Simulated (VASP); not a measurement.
Set up this calculation in VASP 6.6.1, as the native input.

```yaml
Task: relaxation of shape and atoms at fixed volume
Functional: r2SCAN
Potentials_or_basis: VASP PAW PBE potentials, release 64 (Mg, F)
Cutoff: 660 eV
k_mesh: 7 × 7 × 10
Occupations: fermi-dirac, width 0.1 eV
Spin: no spin polarisation
Dipole_correction: no
Further_INCAR_settings: ALGO = Normal; EDIFF = 1e-07; IBRION = 2; EDIFFG = -0.005; NSW = 50; ISIF = 4
```

MgF2 (rutile type):

```
CELL_PARAMETERS angstrom
3.94146 0.00000 0.00000
0.00000 3.94146 0.00000
0.00000 0.00000 2.59723
ATOMIC_POSITIONS crystal
Mg 0.00000 0.00000 0.00000
Mg 0.50000 0.50000 0.50000
F 0.30289 0.30289 0.00000
F 0.69711 0.69711 0.00000
F 0.80289 0.19711 0.50000
F 0.19711 0.80289 0.50000
```

One way to write it, as run:

POSCAR

```
MgF2
1.0
    3.9414581495      0.0000000000      0.0000000000
    0.0000000000      3.9414581495      0.0000000000
    0.0000000000      0.0000000000      2.5972289570
Mg F
2 4
Direct
    0.0000000000      0.0000000000      0.0000000000
    0.5000000000      0.5000000000      0.5000000000
    0.3028878113      0.3028878113      0.0000000000
    0.6971121887      0.6971121887      0.0000000000
    0.8028878113      0.1971121887      0.5000000000
    0.1971121887      0.8028878113      0.5000000000
```

INCAR.step1

```
PREC = Accurate
ENCUT = 660
ISMEAR = -1
SIGMA = 0.1
LREAL = False
LASPH = True
NELM = 120
GGA = PE
ALGO = Normal
EDIFF = 1E-5
LWAVE = True
LCHARG = False
GGA_COMPAT = False
IBRION = 2
ISIF = 3
EDIFFG = -0.005
NELMIN = 4
NSW = 100
```

INCAR.step2

```
PREC = Accurate
ENCUT = 660
EDIFF = 1E-7
ISMEAR = -1
SIGMA = 0.1
LREAL = False
LASPH = True
NELM = 120
ALGO = Normal
ISIF = 4
LWAVE = False
LCHARG = False
METAGGA = R2SCAN
LMIXTAU = True
IBRION = 2
NSW = 50
EDIFFG = -0.005
ISTART = 1
GGA_COMPAT = False
NELMIN = 4
```

KPOINTS

```
regular mesh
0
Gamma
  7 7 10
```

Potentials or basis: VASP PAW PBE potentials, release 64 (Mg, F).

The run is started by

```console
$ cat potpaw_PBE.64/Mg/POTCAR potpaw_PBE.64/F/POTCAR > POTCAR
$ cp INCAR.step1 INCAR
$ mpirun -np 1 vasp_std > vasp.out
$ cp INCAR.step2 INCAR
$ mpirun -np 1 vasp_std > vasp.out
```

It gave:

The energy gained by relaxing is 12.8 meV/atom and the ionic steps are 8. The pressure after relaxing is 144.5 GPa. The band gap on the k mesh is 12.08 eV.

Caveat: the PAW data sets were made with another functional, which shifts forces and pressure a little.

It took 20 min on 1 thread of AMD EPYC 9R45 96-Core Processor (Zen 5) (shared host), peak memory 0.19 GiB.
